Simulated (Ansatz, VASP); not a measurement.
# One calculation of GaP, two programs

```
Ga P
1.0
     0.00000    2.70708    2.72525
     2.70708    0.00000    2.72525
     2.70708    2.70708    0.00000
Ga P
1 1
Direct
  0.00000 0.00000 0.00000
  0.25000 0.25000 0.25000
```

Alike in both runs: task single point; functional PBE; k mesh 6 × 6 × 6; occupations gaussian, width 0.02 eV; no spin polarisation.

|  | VASP | Ansatz |
| --- | --- | --- |
| version | VASP 6.6.1 | Ansatz 0.2.0 |
| potentials or method | VASP PAW PBE potentials, release 64 (Ga_d, P), cutoff 500 eV | plane waves, PAW |
| valence electrons in the cell | 18 | 18 |

```csv
,VASP,Ansatz,Ansatz less VASP
pressure (GPa),3.6,3.7,+0.10
"traceless stress, the component that is largest in VASP (GPa)",-0.33,-0.33,+0.002
```
